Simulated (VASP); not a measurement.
Runs of VASP 6.6.1 on GaSb. The structure is that of space group I-4m2 (No. 119), or close to it. The cells are those of the table. 

```csv
cell,gap on the mesh (eV),pressure (GPa)
"a = 4.389 Å, angles 97.5, 97.5, 137.8°, 2 atoms",none,-3.8
"a = 4.026 Å, angles 98.2, 98.2, 135.7°, 2 atoms",none,9.8
"a = 4.099 Å, angles 97.7, 97.7, 137.0°, 2 atoms",none,6.7
"a = 4.152 Å, angles 96.4, 96.4, 140.8°, 2 atoms",none,(a)
"a = 4.340 Å, angles 98.4, 98.4, 135.0°, 2 atoms",none,(b)
```

Alike in all rows: task single point; level PBE; potentials or basis VASP PAW PBE potentials, release 64 (Ga_d, Sb); no spin polarisation; k mesh 16 × 16 × 16; cutoff (eV) 520; smearing gaussian 0.15 eV.

Fill in the values left out.

(a) 10.2; (b) -3.9.

Caveats: spin-orbit coupling is left out, which moves the levels of the heavy elements.

A k mesh can miss the band edges, and the runs leave out spin-orbit coupling on Ga, Sb.

A gap of «none» marks levels without a gap at the run's occupations.
